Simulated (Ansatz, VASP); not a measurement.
## Two plane-wave programs on KBr

```
CELL_PARAMETERS angstrom
0.00000 3.18756 3.18756
3.18756 0.00000 3.18756
3.18756 3.18756 0.00000
ATOMIC_POSITIONS crystal
K 0.00000 0.00000 0.00000
Br 0.50000 0.50000 0.50000
```

Alike in both runs: functional LDA; k mesh 6 × 6 × 6; occupations gaussian, width 0.02 eV; no spin polarisation.

Ansatz relaxed the structure, and its values are those at the end. VASP's run is a single point on that final structure, the one shown.

|  | VASP | Ansatz |
| --- | --- | --- |
| version | VASP 6.6.1 | Ansatz 0.2.0 |
| potentials or method | VASP PAW LDA potentials, release 64 (K_sv, Br), cutoff 520 eV | scalar-relativistic, plane waves, PAW |
| valence electrons in the cell | 16 | 16 |

|  | VASP | Ansatz | Ansatz less VASP |
| --- | --- | --- | --- |
| gap on the k mesh at the Fermi level (eV) | 4.32 | 4.32 | -0.008 |
| least direct gap on the mesh (eV) | 4.32 | 4.32 | -0.008 |
| pressure (GPa) | 0.1 | 0.0 | -0.09 |

LDA's correlation is that of Perdew and Zunger in VASP and of Perdew and Wang (1992) in Ansatz.
